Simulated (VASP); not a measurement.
Input of a VASP 6.6.1 run:

Contents of INCAR:

```
PREC = Accurate
ENCUT = 520
EDIFF = 1E-7
ISMEAR = 0
SIGMA = 0.1
LREAL = False
LASPH = True
NELM = 80
ALGO = Normal
ISIF = 2
LWAVE = False
LCHARG = True
GGA = PE
LELF = True
LVHAR = True
NBANDS = 48
```

KPOINTS

```
Automatic mesh
0
Gamma
  12 12 2
```

The input POSCAR:

```
TiAl
1.0
    2.9076466552     -0.0000012100     -0.0026526012
   -0.0000012100      2.9076466552     -0.0026526012
   14.5681250055     14.5681250055     20.1723551161
Ti Al
5 5
Direct
    0.3666313138      0.3666313138      0.0261625379
    0.3602849312      0.3602849312      0.1273042366
    0.3504764560      0.3504764560      0.2291440669
    0.3406679808      0.3406679808      0.3309838972
    0.3343215982      0.3343215982      0.4321255958
    0.3364009801      0.3364009801      0.5316591591
    0.3442712740      0.3442712740      0.6302664142
    0.3504764560      0.3504764560      0.7291440669
    0.3566816380      0.3566816380      0.8280217195
    0.3645519319      0.3645519319      0.9266289746
```

Potentials or basis: VASP PAW PBE potentials, release 64 (Ti_sv, Al).

Launch:

```bash
$ cat potpaw_PBE.64/Ti_sv/POTCAR potpaw_PBE.64/Al/POTCAR > POTCAR
$ mpirun -np 1 vasp_std > vasp.out
```

Question: What does it give for the pressure?

Answer: -1.3 GPa.

Question: Estimate the largest force.

Answer: 0.010 eV/Å.

Forces on the atoms (eV/Å):
```
Ti  -0.001 -0.001  0.010
Ti   0.000  0.000  0.001
Ti   0.000  0.000  0.000
Ti   0.000  0.000 -0.001
Ti   0.001  0.001 -0.010
Al   0.002  0.002  0.004
Al  -0.001 -0.001  0.001
Al   0.000  0.000  0.000
Al   0.001  0.001 -0.001
Al  -0.002 -0.002 -0.004
```
